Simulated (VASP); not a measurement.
Ir (a cell with a defect), 35 atoms in the cell. The cell holds a defect, 35 atoms: a = 8.210 Å, b = 8.210 Å, c = 10.946 Å, α = 60.00°, β = 60.00°, γ = 60.00°. 

| Property | Result |
| --- | --- |
| Program | VASP 6.6.1 |
| Task | single point |
| Functional | PBE |
| Potentials or basis | VASP PAW PBE potentials, release 64 (Ir) |
| Cutoff | 520 eV |
| k mesh | 2 × 2 × 2 |
| Occupations | methfessel-paxton, width 0.1 eV |
| Spin | no spin polarisation |
| Dipole correction | no |
| Further INCAR settings | LREAL = Auto; ALGO = Normal; EDIFF = 1e-07; NBANDS = 180 |

Potentials or basis: VASP PAW PBE potentials, release 64 (Ir).

Launch:

```sh
$ cat potpaw_PBE.64/Ir/POTCAR > POTCAR
$ mpirun -np 4 vasp_std > vasp.out
```

Hardware: 4 MPI ranks on Intel(R) Xeon(R) Platinum 8259CL CPU @ 2.50GHz (Skylake/Cascade Lake), on a shared host.

How long does it take, and how much memory?

Run time: 21 min on 4 MPI ranks on Intel(R) Xeon(R) Platinum 8259CL CPU @ 2.50GHz (Skylake/Cascade Lake), with other jobs on the host, peak memory 0.6 GiB a rank. Counts: scf iterations 28, k points 8.
